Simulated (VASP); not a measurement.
Input of a VASP 6.6.1 run:

Contents of INCAR:

```
ALGO     = Normal         # electronic algorithm
EDIFF    = 1E-7           # SCF threshold, eV
ENCUT    = 520            # plane-wave cutoff, eV
GGA      = PE             # functional
ISIF     = 2              # what is computed and relaxed
ISMEAR   = 0              # smearing method
LASPH    = T              # aspherical terms in the spheres
LCHARG   = F              # write CHGCAR
LREAL    = F              # projectors in reciprocal space
LWAVE    = F              # write WAVECAR
NBANDS   = 16             # bands
NELM     = 100            # most SCF steps
PREC     = Accurate       # precision mode
SIGMA    = 0.05           # smearing width, eV
```

File KPOINTS:

```
k-points
0
Gamma
  6 6 6
```

The input POSCAR:

```
CdTe
1.0
    0.0000000000      3.2420768892      3.2420768892
    3.2420768892      0.0000000000      3.2420768892
    3.2420768892      3.2420768892      0.0000000000
Cd Te
1 1
Direct
    0.0000000000      0.0000000000      0.0000000000
    0.2500000000      0.2500000000      0.2500000000
```

Potentials or basis: VASP PAW PBE potentials, release 64 (Cd, Te).

Launch:

```sh
$ cat potpaw_PBE.64/Cd/POTCAR potpaw_PBE.64/Te/POTCAR > POTCAR
$ mpirun -np 1 vasp_std > vasp.out
```

Problem. What does it give for the pressure?

Solution. 2.6 GPa.

Problem. Predict the band gap on the k mesh.

Solution. 0.77 eV, direct.

Caveat: spin-orbit coupling is left out, which moves the levels of the heavy elements.
